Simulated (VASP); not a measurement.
A run of VASP 6.6.1:

The input INCAR:

```
ALGO = Normal
EDIFF = 1E-6
ENCUT = 600
GGA = PE
GGA_COMPAT = False
ISIF = 2
ISMEAR = 0
LASPH = True
LCHARG = True
LELF = True
LREAL = False
LVHAR = True
LWAVE = False
NBANDS = 51
NELM = 120
PREC = Accurate
SIGMA = 0.0906
```

File KPOINTS:

```
k-points
0
Gamma
  9 9 5
```

POSCAR

```
LuAgSe
1.0
    4.8142581132      0.0000000000      0.0000000000
   -2.4071290566      4.1692698264      0.0000000000
    0.0000000000      0.0000000000      6.6095516203
Se Lu Ag
2 2 2
Direct
    0.3333333333      0.6666666667      0.2389159686
    0.6666666667      0.3333333333      0.7389159686
    0.0000000000      0.0000000000     -0.0120857944
    0.0000000000      0.0000000000      0.4879142056
    0.3333333333      0.6666666667      0.7371698258
    0.6666666667      0.3333333333      0.2371698258
```

Potentials or basis: VASP PAW PBE potentials, release 64 (Se, Lu, Ag).

The run is started by

```sh
$ cat potpaw_PBE.64/Se/POTCAR potpaw_PBE.64/Lu/POTCAR potpaw_PBE.64/Ag/POTCAR > POTCAR
$ mpirun -np 1 vasp_std > vasp.out
```

Hardware: 1 thread of Intel(R) Xeon(R) Platinum 8488C (Sapphire Rapids), on a shared host.

Question: Estimate the wall time of this run.

Answer: Run time: 6.1 min on 1 thread of Intel(R) Xeon(R) Platinum 8488C (Sapphire Rapids), on a shared host, peak memory 0.47 GiB. Counts: scf iterations 14, k points 36.
